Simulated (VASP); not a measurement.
# CdSe (zincblende type) (F-43m) in VASP: a series of runs, part 2 of 2

VASP 6.6.1.

## 3. Density of states, PBE (volume scaled by 0.55)

File POSCAR:

```
CdSe
1.0
    0.0000000000      2.5383301412      2.5383301412
    2.5383301412      0.0000000000      2.5383301412
    2.5383301412      2.5383301412      0.0000000000
Cd Se
1 1
Direct
    0.0000000000      0.0000000000      0.0000000000
    0.2500000000      0.2500000000      0.2500000000
```

File INCAR.step1:

```
PREC     = Accurate       # precision mode
ENCUT    = 520            # plane-wave cutoff, eV
EDIFF    = 1E-7           # SCF threshold, eV
ISMEAR   = -1             # smearing method
SIGMA    = 0.1            # smearing width, eV
LREAL    = F              # projectors in reciprocal space
LASPH    = T              # aspherical terms in the spheres
NELM     = 100            # most SCF steps
ALGO     = Normal         # electronic algorithm
ISIF     = 2              # what is computed and relaxed
LWAVE    = F              # write WAVECAR
LCHARG   = T              # write CHGCAR
GGA      = PE             # functional
NBANDS   = 16             # bands
```

File KPOINTS.step1:

```
regular mesh
0
Gamma
  11 11 11
```

File INCAR.step2:

```
PREC     = Accurate       # precision mode
ENCUT    = 520            # plane-wave cutoff, eV
EDIFF    = 1E-7           # SCF threshold, eV
ISMEAR   = -5             # smearing method
SIGMA    = 0.1            # smearing width, eV
LREAL    = F              # projectors in reciprocal space
LASPH    = T              # aspherical terms in the spheres
NELM     = 100            # most SCF steps
ALGO     = Normal         # electronic algorithm
ISIF     = 2              # what is computed and relaxed
LWAVE    = F              # write WAVECAR
LCHARG   = F              # write CHGCAR
GGA      = PE             # functional
LORBIT   = 11             # projections on sites
NBANDS   = 16             # bands
NEDOS    = 1001           # points of the DOS
ICHARG   = 11             # starting density
```

File KPOINTS.step2:

```
regular mesh
0
Gamma
  17 17 17
```

Potentials or basis: VASP PAW PBE potentials, release 64 (Cd, Se).

On the command line:

```
$ cat potpaw_PBE.64/Cd/POTCAR potpaw_PBE.64/Se/POTCAR > POTCAR
$ cp INCAR.step1 INCAR
$ cp KPOINTS.step1 KPOINTS
$ mpirun -np 1 vasp_std > vasp.out
$ cp INCAR.step2 INCAR
$ cp KPOINTS.step2 KPOINTS
$ mpirun -np 1 vasp_std > vasp.out
```

OUTCAR:

```text
PREC = Accurate
   ENCUT = 520
   EDIFF = 1E-7
   ISMEAR = -5
   LREAL = F
   LASPH = T
   NELM = 100
   ISIF = 2
   GGA = PE
   LORBIT = 11
   ICHARG = 11

 ion  position               nearest neighbor table
   1  0.000  0.000  0.000-   2 2.20   2 2.20   2 2.20   2 2.20
   2  0.250  0.250  0.250-   1 2.20   1 2.20   1 2.20   1 2.20

  LATTYP: Found a face centered cubic cell.
 ALAT       =     5.0766602824

  Lattice vectors:

 A1 = (   0.0000000000,   2.5383301412,   2.5383301412)
 A2 = (   2.5383301412,   0.0000000000,   2.5383301412)
 A3 = (   2.5383301412,   2.5383301412,   0.0000000000)

Analysis of symmetry for initial positions (statically):
=====================================================================
 Subroutine PRICEL returns:
 Original cell was already a primitive cell.

 Routine SETGRP: Setting up the symmetry group for a
 face centered cubic supercell.

 Subroutine GETGRP returns: Found 24 space group operations
 (whereof 24 operations were pure point group operations)
 out of a pool of 48 trial point group operations.

The static configuration has the point symmetry T_d .

Analysis of symmetry for dynamics (positions and initial velocities):
=====================================================================
 Subroutine PRICEL returns:
 Original cell was already a primitive cell.

 Routine SETGRP: Setting up the symmetry group for a
 face centered cubic supercell.

 Subroutine GETGRP returns: Found 24 space group operations
 (whereof 24 operations were pure point group operations)
 out of a pool of 48 trial point group operations.

The dynamic configuration has the point symmetry T_d .

[... 113 lines left out ...]
   EMIN   =  10.00;   EMAX   =-10.00  energy-range for DOS
   EFERMI =   0.00;   METHOD = LEGACY
   ISMEAR =    -5;   SIGMA  =   0.10  broadening in eV -4-tet -1-fermi 0-gaus
   EFERMI_NEDOS =   21; number of points for ismear=-14 and -15
   IALGO  =     38    algorithm
   IMIX   =      4    mixing-type and parameters
     AMIX     =   0.40;   BMIX     =  1.00
     AMIX_MAG =   1.60;   BMIX_MAG =  1.00
  volume/ion in A,a.u.               =      16.35       110.37
  Fermi-wavevector in a.u.,A,eV,Ry     =   1.341552  2.535166 24.487251  1.799762
  Thomas-Fermi vector in A             =   2.469777
   LORBIT       =     11    0 simple, 1 ext, 2 COOP (PROOUT), +10 PAW based schemes
   GGA     = PE    functional components
   LHFCALC =     F    Hartree Fock is set to
   AEXX    =    0.0000 exact exchange contribution
   IVDW    =     0    specifies the selected vdW correction
   LEPSILON=     F    determine dielectric tensor
   LRPA    =     F    only Hartree local field effects (RPA)
 non-spin polarized calculation
 Fermi weights with tetrahedron method with Bloechl corrections
  energy-cutoff  :      520.00
  volume of cell :       32.71
 maximum number of plane-waves:       903

 number of electron      18.0000003 magnetization

 Free energy of the ion-electron system (eV)
  ---------------------------------------------------
  ext. energy  EPLUGINS =         0.00000000
  ---------------------------------------------------
  free energy    TOTEN  =        -0.18917200 eV

  energy without entropy =       -0.18917200  energy(sigma->0) =       -0.18917200

 E-fermi :   7.2968     XC(G=0): -11.6123

 val. band max:        7.2661757207   @ k =   0.0000   0.0000   0.0000
 cond. band min:       8.7088288053   @ k =   0.0000   0.0000   0.0000
 fundamental gap:      1.4426530845
 Fermi energy:         7.2968192177

 k-point     1 :       0.0000    0.0000    0.0000
  band No.  band energies     occupation
      1     -10.2874      2.00000
      2      -4.5978      2.00000
      3      -4.5978      2.00000
      4      -4.5978      2.00000
      5      -3.3102      2.00000
      6      -3.3102      2.00000
[... 433 lines left out ...]
      3      -4.5280      2.00000
      4      -4.4973      2.00000
      5      -3.3431      2.00000
      6      -3.2993      2.00000
[... 8 lines left out ...]
     15      17.8758      0.00000
     16      19.2330      0.00000

 [... further k-points ...]
[... 5 lines left out ...]
  --------------------------------------------------------------------------------------
  -------------------------------------------------------------------------------------
  Total       22.6807346     22.6807346     22.6807346      0.0000000      0.0000000      0.0000000
  in kB     1110.9471094   1110.9471094   1110.9471094      0.0000000      0.0000000      0.0000000
  external PRESSURE =    1110.9471094 kB  Pullay stress =       0.0000000 kB

 VOLUME and BASIS-vectors are now :
 -----------------------------------------------------------------------------
  energy-cutoff  :      520.00
  volume of cell :       32.71
      direct lattice vectors                 reciprocal lattice vectors
     0.000000000  2.538330141  2.538330141    -0.196979893  0.196979893  0.196979893
     2.538330141  0.000000000  2.538330141     0.196979893 -0.196979893  0.196979893
     2.538330141  2.538330141  0.000000000     0.196979893  0.196979893 -0.196979893

 POSITION                                       TOTAL-FORCE (eV/Angst)
 -----------------------------------------------------------------------------------
      0.00000      0.00000      0.00000        -0.000000      0.000000      0.000000
      1.26917      1.26917      1.26917         0.000000     -0.000000     -0.000000
 -----------------------------------------------------------------------------------
    total drift:                                0.000000      0.000000      0.000000

  FREE ENERGIE OF THE ION-ELECTRON SYSTEM (eV)
  ---------------------------------------------------
  free  energy   TOTEN  =        -0.1891719950 eV

  energy  without entropy=       -0.1891719950  energy(sigma->0) =       -0.18917200

 total charge

# of ion       s       p       d       tot
------------------------------------------
    1        0.631   0.831   9.645  11.107
    2        1.452   2.801   0.126   4.380
--------------------------------------------------
tot          2.083   3.633   9.770  15.486
```

OSZICAR.step1:

```text
N       E                     dE             d eps       ncg     rms          rms(c)
DAV:   1     0.122972136108E+03    0.12297E+03   -0.97704E+03  1840   0.110E+03
DAV:   2     0.269928989872E+01   -0.12027E+03   -0.11410E+03  2128   0.277E+02
DAV:   3    -0.733991514613E+00   -0.34333E+01   -0.34289E+01  2128   0.494E+01
DAV:   4    -0.743050060068E+00   -0.90585E-02   -0.90583E-02  2144   0.258E+00
DAV:   5    -0.743084253925E+00   -0.34194E-04   -0.34193E-04  2240   0.141E-01    0.227E+01
DAV:   6    -0.261457862608E+00    0.48163E+00   -0.54825E-01  2568   0.137E+01    0.150E+01
DAV:   7    -0.195154899261E+00    0.66303E-01   -0.40920E-01  2232   0.533E+00    0.243E+00
DAV:   8    -0.188725105111E+00    0.64298E-02   -0.48463E-02  2048   0.324E+00    0.541E-01
DAV:   9    -0.188010356215E+00    0.71475E-03   -0.68603E-03  2336   0.782E-01    0.170E-01
DAV:  10    -0.188037482413E+00   -0.27126E-04   -0.14814E-04  2072   0.180E-01    0.504E-02
DAV:  11    -0.188048539336E+00   -0.11057E-04   -0.14135E-05  2168   0.369E-02    0.149E-02
DAV:  12    -0.188051728286E+00   -0.31890E-05   -0.30411E-06  2224   0.137E-02    0.277E-03
DAV:  13    -0.188051746309E+00   -0.18023E-07   -0.34025E-07  2176   0.560E-03
   1 F= -.18805175E+00 E0= -.18804783E+00  d E =-.783193E-05
```

Wall time 38 s (1 thread of Intel Xeon 6975P-C (Granite Rapids), shared host); peak memory 0.21 GiB.

Results:

* Valence electrons inside the program's atomic spheres: Cd 11.11; Se 4.38

## 4. Density of states, PBE (volume scaled by 0.72)

File POSCAR:

```
CdSe
1.0
    0.0000000000      2.7767580683      2.7767580683
    2.7767580683      0.0000000000      2.7767580683
    2.7767580683      2.7767580683      0.0000000000
Cd Se
1 1
Direct
    0.0000000000      0.0000000000      0.0000000000
    0.2500000000      0.2500000000      0.2500000000
```

File INCAR.step1:

```
  PREC = Accurate
  ENCUT = 520
  EDIFF = 1E-7
  ISMEAR = -1
  SIGMA = 0.1
  LREAL = F
  LASPH = T
  NELM = 60
  ALGO = Normal
  ISIF = 2
  LWAVE = F
  LCHARG = T
  GGA = PE
  NBANDS = 16
```

KPOINTS.step1 is that of step 3.

File INCAR.step2:

```
  PREC = Accurate
  ENCUT = 520
  EDIFF = 1E-7
  ISMEAR = -5
  SIGMA = 0.1
  LREAL = F
  LASPH = T
  NELM = 60
  ALGO = Normal
  ISIF = 2
  LWAVE = F
  LCHARG = F
  GGA = PE
  LORBIT = 10
  NEDOS = 2001
  ICHARG = 11
```

KPOINTS.step2 is that of step 3.

Potentials or basis: VASP PAW PBE potentials, release 64 (Cd, Se).

On the command line:

```
$ cat potpaw_PBE.64/Cd/POTCAR potpaw_PBE.64/Se/POTCAR > POTCAR
$ cp INCAR.step1 INCAR
$ cp KPOINTS.step1 KPOINTS
$ mpirun -np 1 vasp_std > vasp.out
$ cp INCAR.step2 INCAR
$ cp KPOINTS.step2 KPOINTS
$ mpirun -np 1 vasp_std > vasp.out
```

OUTCAR:

```text
PREC = Accurate
   ENCUT = 520
   EDIFF = 1E-7
   ISMEAR = -5
   LREAL = F
   LASPH = T
   NELM = 60
   ISIF = 2
   GGA = PE
   LORBIT = 10
   ICHARG = 11

 ion  position               nearest neighbor table
   1  0.000  0.000  0.000-   2 2.40   2 2.40   2 2.40   2 2.40
   2  0.250  0.250  0.250-   1 2.40   1 2.40   1 2.40   1 2.40

  LATTYP: Found a face centered cubic cell.
 ALAT       =     5.5535161366

[... 579 lines left out ...]
  --------------------------------------------------------------------------------------
  -------------------------------------------------------------------------------------
  Total        8.7338159      8.7338159      8.7338159      0.0000000      0.0000000     -0.0000000
  in kB      326.7913051    326.7913051    326.7913051      0.0000000      0.0000000     -0.0000000
  external PRESSURE =     326.7913051 kB  Pullay stress =       0.0000000 kB

 VOLUME and BASIS-vectors are now :
 -----------------------------------------------------------------------------
  energy-cutoff  :      520.00
  volume of cell :       42.82
      direct lattice vectors                 reciprocal lattice vectors
     0.000000000  2.776758068  2.776758068    -0.180066101  0.180066101  0.180066101
     2.776758068  0.000000000  2.776758068     0.180066101 -0.180066101  0.180066101
     2.776758068  2.776758068  0.000000000     0.180066101  0.180066101 -0.180066101

 POSITION                                       TOTAL-FORCE (eV/Angst)
 -----------------------------------------------------------------------------------
      0.00000      0.00000      0.00000        -0.000000     -0.000000     -0.000000
      1.38838      1.38838      1.38838         0.000000      0.000000      0.000000
 -----------------------------------------------------------------------------------
    total drift:                                0.000000      0.000000      0.000000

  FREE ENERGIE OF THE ION-ELECTRON SYSTEM (eV)
  ---------------------------------------------------
  free  energy   TOTEN  =        -4.2373740918 eV

  energy  without entropy=       -4.2373740918  energy(sigma->0) =       -4.23737409

 total charge

# of ion       s       p       d       tot
------------------------------------------
    1        0.515   0.517   9.572  10.603
    2        1.440   2.568   0.054   4.062
--------------------------------------------------
tot          1.954   3.085   9.626  14.665
```

It took 47 s on 1 thread of Intel Xeon 6975P-C (Granite Rapids), shared host; peak memory 0.23 GiB.

Results:

```yaml
Valence_electrons_inside_the_program's_atomic_spheres: Cd 10.60; Se 4.06
```
